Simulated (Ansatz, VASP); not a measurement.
# KBr in VASP and in Ansatz

```xyz
2
Lattice="0.0000 3.2945 3.2945 3.2945 0.0000 3.2945 3.2945 3.2945 0.0000" Properties=species:S:1:pos:R:3 pbc="T T T"
K     0.0000    0.0000    0.0000
Br    3.2945    3.2945    3.2945
```

Alike in both runs: task electric field gradients; functional r2SCAN; k mesh 7 × 7 × 7; occupations fermi-dirac, width 0.02 eV; no spin polarisation.

|  | VASP | Ansatz |
| --- | --- | --- |
| version | VASP 6.6.1 | Ansatz 0.2.0 |
| potentials or method | VASP PAW PBE potentials, release 64 (K_sv, Br), cutoff 520 eV | PAW with Ansatz's default frozen-core files, scalar-relativistic |
| valence electrons in the cell | 16 | 16 |

|  | VASP | Ansatz | Ansatz less VASP |
| --- | --- | --- | --- |
| gap on the k mesh at the Fermi level (eV) | 5.09 | 5.09 | -0.002 |
| pressure (GPa) | 0.1 | 0.1 | 0.00 |

VASP's potentials were made for PBE, not for r2SCAN.
